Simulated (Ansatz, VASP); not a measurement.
# Two plane-wave programs on ZrGe2Pd3

```
Zr Ge Pd
1.0
     5.15489    0.00000    0.00000
     0.00000    5.15489    0.00000
     0.00000    0.00000    7.69370
Zr Ge Pd
1 2 3
Direct
  0.50000 0.50000 0.00000
  0.50000 0.00000 0.00000
  0.00000 0.50000 0.00000
  0.00000 0.00000 0.66677
  0.00000 0.00000 0.33323
  0.00000 0.00000 0.00000
```

Alike in both runs: functional PBE; k mesh 4 × 4 × 3; occupations gaussian, width 0.2 eV; no spin polarisation.

Ansatz relaxed the structure, and its values are those at the end. VASP's run is a single point on that final structure, the one shown.

```csv
,VASP,Ansatz
version,VASP 6.6.1,Ansatz 0.2.0
potentials or method,"VASP PAW PBE potentials, release 64 (Zr_sv, Ge_d, Pd), cutoff 520 eV","scalar-relativistic, plane waves, PAW"
valence electrons in the cell,70,94
```

VASP gave:

| Item | Value |
| --- | --- |
| gap on the k mesh at the Fermi level (eV) | none |
| pressure (GPa) | -0.2 |
| rms of the force components (eV/Å) | 0.007 |

Task: Which values does Ansatz return?

Result: gap on the k mesh at the Fermi level (eV): none; pressure (GPa): -0.2; rms of the force components (eV/Å): 0.006.

A gap of «none» marks a metal or a gap that the smearing closes. VASP's potentials hold 70 valence electrons a cell and Ansatz's 94, so a difference there can come from the potentials and not from the codes.
